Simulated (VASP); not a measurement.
Set up this calculation in VASP 6.6.1, as the native input.

```
Task                   : single point
Functional             : PBE
Potentials or basis    : VASP PAW PBE potentials, release 64 (Bi_d, Te)
Cutoff                 : 520 eV
k mesh                 : 9 × 9 × 9
Occupations            : fermi-dirac, width 0.05 eV
Spin                   : no spin polarisation
Dipole correction      : no
Further INCAR settings : ALGO = Normal; EDIFF = 1e-06; NBANDS = 18
```

The structure of BiTe lies in POSCAR:

```
BiTe
1.0
    0.0000000000      3.2519287103      3.2519287103
    3.2519287103      0.0000000000      3.2519287103
    3.2519287103      3.2519287103      0.0000000000
Bi Te
1 1
Direct
    0.0000000000      0.0000000000      0.0000000000
    0.5000000000      0.5000000000      0.5000000000
```

The input as run:

INCAR

```
  PREC = Accurate
  ENCUT = 520
  EDIFF = 1E-6
  ISMEAR = -1
  SIGMA = 0.05
  LREAL = False
  LASPH = True
  NELM = 80
  ALGO = Normal
  ISIF = 2
  LWAVE = False
  LCHARG = False
  GGA = PE
  NBANDS = 18
```

KPOINTS

```
Automatic mesh
0
Gamma
  9 9 9
```

Potentials or basis: VASP PAW PBE potentials, release 64 (Bi_d, Te).

The run is started by

```console
$ cat potpaw_PBE.64/Bi_d/POTCAR potpaw_PBE.64/Te/POTCAR > POTCAR
$ mpirun -np 1 vasp_std > vasp.out
```

It gave:

```
Pressure : -0.1 GPa
```

It took 32 s on 1 thread of Intel(R) Xeon(R) Platinum 8259CL CPU @ 2.50GHz (Skylake/Cascade Lake), on a shared host, peak memory 0.22 GiB.
